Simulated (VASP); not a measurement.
Runs of VASP 6.6.1 on Si. The structure is that of space group Fd-3m (No. 227), or close to it. The cells are those of the table. 

```tsv
task	cell	gap on the mesh (eV)	pressure (GPa)	largest force (eV/Å)
electric field gradients	a = 3.860 Å, angles 59.3°, 2 atoms	0.47	-1.4	(a)
electric field gradients	a = 3.879, b = 3.879, c = 3.917 Å, angles 59.7, 59.7, 60.7°, 2 atoms	(c)	-4.8	-
single point	a = 3.821, b = 3.821, c = 3.802 Å, angles 60.2, 60.2, 59.7°, 2 atoms	0.40	0.4	-
single point	a = 3.866 Å, angles 60.0°, 2 atoms	(b)	-3.2	-
electric field gradients	a = 3.814 Å, angles 60.0°, 2 atoms	(d)	0.4	-
electric field gradients	a = 3.802, b = 3.802, c = 3.840 Å, angles 59.7, 59.7, 60.7°, 2 atoms	0.25	0.4	-
electric field gradients	a = 3.788 Å, angles 60.0°, 2 atoms	0.42	2.6	-
electric field gradients	a = 3.784 Å, angles 62.0°, 2 atoms	0.38	-1.1	0.57
electric field gradients	a = 3.878 Å, angles 60.0°, 2 atoms	0.54	-4.0	-
single point	a = 3.788 Å, angles 60.0°, 2 atoms	0.42	2.6	-
electric field gradients	a = 3.891 Å, angles 60.0°, 2 atoms	0.56	-4.7	-
```

Alike in all rows: level LDA; potentials or basis VASP PAW LDA potentials, release 64 (Si); no spin polarisation; k mesh 11 × 11 × 11; cutoff (eV) 520; smearing fermi-dirac 0.08 eV.

Task: Fill in the values left out.

Result: (a) 0.15; (b) 0.53; (c) 0.36; (d) 0.46.

A k mesh can miss the band edges.
